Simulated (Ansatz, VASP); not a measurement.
Co: VASP beside Ansatz

The input POSCAR:

```
Co
1.0
    0.0000000000      1.6840521562      1.6840521562
    1.6840521562      0.0000000000      1.6840521562
    1.6840521562      1.6840521562      0.0000000000
Co
1
Direct
    0.0000000000      0.0000000000      0.0000000000
```

File INCAR.step1:

```
PREC = Accurate
ENCUT = 520
ISMEAR = -1
SIGMA = 0.05
LREAL = F
LASPH = T
NELM = 150
ISPIN = 2
MAGMOM = 1.954
LMAXMIX = 4
NBANDS = 14
GGA = PE
ALGO = Normal
EDIFF = 1E-4
LWAVE = T
LCHARG = F
```

The input INCAR.step2:

```
PREC = Accurate
ENCUT = 520
EDIFF = 1E-6
ISMEAR = -1
SIGMA = 0.05
LREAL = F
LASPH = T
NELM = 150
ALGO = Normal
ISIF = 2
LWAVE = F
LCHARG = T
ISPIN = 2
MAGMOM = 1.954
LORBIT = 11
LMAXMIX = 4
METAGGA = R2SCAN
LMIXTAU = T
LELF = T
LVHAR = T
NBANDS = 14
ISTART = 1
```

KPOINTS

```
Automatic mesh
0
Gamma
  17 17 17
```

Input for Ansatz:

```yaml
crystal:
  lattice:
    - [0.0, 1.6840521562, 1.6840521562]
    - [1.6840521562, 0.0, 1.6840521562]
    - [1.6840521562, 1.6840521562, 0.0]
  atoms:
    - { symbol: Co, position: [0.0, 0.0, 0.0], spin: 1.954 }
hamiltonian:
  xc: r2scan
  pseudopotentials:
    kind: paw
    azcp:
      Co: "pseudopotentials/Co.paw.azcp"
basis:
  ecutwfc: 500
  fft_grid_basis: typed
kpoints:
  mp_grid: { grid: [17, 17, 17], shift: [0, 0, 0] }
magnetization:
  spin_polarized: true
scf:
  occupations: { method: fermi_dirac, width: 0.05 }
  lower_state_search: "off"
output:
  stress: true
  write_density: true
  write_potential: true
  elf: true
  volumetric_format: npy
```

Alike in both runs: task single point; functional r2SCAN; k mesh 17 × 17 × 17; occupations fermi-dirac, width 0.05 eV; collinear spin.

|  | VASP | Ansatz |
| --- | --- | --- |
| version | VASP 6.6.1 | Ansatz 0.2.0 |
| potentials or method | VASP PAW PBE potentials, release 64 (Co), cutoff 520 eV | plane waves (500 eV) with PAW, scalar-relativistic |
| valence electrons in the cell | 9 | 17 |

VASP gave:

```
net moment per atom (μB)                                      : 1.72
size of the moment on the site where the two differ most (μB) : 1.75
```

Task: Which values does Ansatz return?

Result: net moment per atom (μB): 1.73; size of the moment on the site where the two differ most (μB): 1.83.

VASP's potentials were made for PBE, not for r2SCAN. Site moments also hang on the region over which each program counts them. VASP's potentials hold 9 valence electrons a cell and Ansatz's 17, so a difference there can come from the potentials and not from the codes. Ansatz's warnings: stability check not made.
